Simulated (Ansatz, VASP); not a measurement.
**C in VASP and in Ansatz**

Contents of INCAR:

```
SYSTEM = C
  PREC = Accurate
  ENCUT = 520
  EDIFF = 1E-6
  ISMEAR = -1
  SIGMA = 0.02
  LREAL = .False.
  LASPH = .True.
  NELM = 80
  ALGO = Normal
  ISIF = 2
  LWAVE = .False.
  LCHARG = .False.
  GGA = PE
  NBANDS = 11
```

File KPOINTS:

```
regular mesh
0
Gamma
  12 12 12
  0 0 0
```

File POSCAR:

```
C
1.0
   -0.0388188608      1.7947090060      1.7947090060
    1.7947090060     -0.0388188608      1.7947090060
    1.7947090060      1.7947090060     -0.0388188608
C
2
Direct
   -0.0000747738     -0.0000747738     -0.0000747738
    0.2500747738      0.2500747738      0.2500747738
```

Input for Ansatz:

```yaml
crystal:
  lattice:
    - [-0.0388188608, 1.794709006, 1.794709006]
    - [1.794709006, -0.0388188608, 1.794709006]
    - [1.794709006, 1.794709006, -0.0388188608]
  atoms:
    - { symbol: C, position: [-7.47738e-05, -7.47738e-05, -7.47738e-05] }
    - { symbol: C, position: [0.2500747738, 0.2500747738, 0.2500747738] }
kpoints:
  mp_grid: { grid: [12, 12, 12] }
  band_path:
    path:
      - [0.0, 0.0, 0.0]
      - [0.5, 0.0, 0.5]
      - [0.625, 0.25, 0.625]
      - [0.375, 0.375, 0.75]
      - [0.5, 0.5, 0.5]
      - [0.5, 0.25, 0.75]
      - [0.003906, 0.372396, 0.372396]
    npoints: 1
hamiltonian:
  xc: pbe
scf:
  occupations: { method: fermi_dirac, width: 0.02 }
  n_extra_bands: 4
output:
  forces: true
  stress: true
  eigenvalues: true
  write_density: true
  write_potential: true
  elf: true
  volumetric_format: npy
```

Change from the starting cell: epitaxial_111 strain +3.0%.

Alike in both runs: task single point; functional PBE; k mesh 12 × 12 × 12; occupations fermi-dirac, width 0.02 eV; no spin polarisation.

```csv
,VASP,Ansatz
version,VASP 6.6.1,Ansatz 0.2.0
potentials or method,"VASP PAW PBE potentials, release 64 (C)","plane waves, PAW"
plane-wave cutoff (eV),520,420
valence electrons in the cell,8,8
```

```csv
,VASP,Ansatz,Ansatz less VASP
gap on the k mesh at the Fermi level (eV),4.01,4.02,+0.011
pressure (GPa),-17.6,-18.1,-0.49
"traceless stress, the component that is largest in VASP (GPa)",10.98,10.91,-0.072
rms of the force components (eV/Å),0.027,0.021,-0.0056
```

Atom by atom the forces differ by 0.006 eV/Å (rms over components).
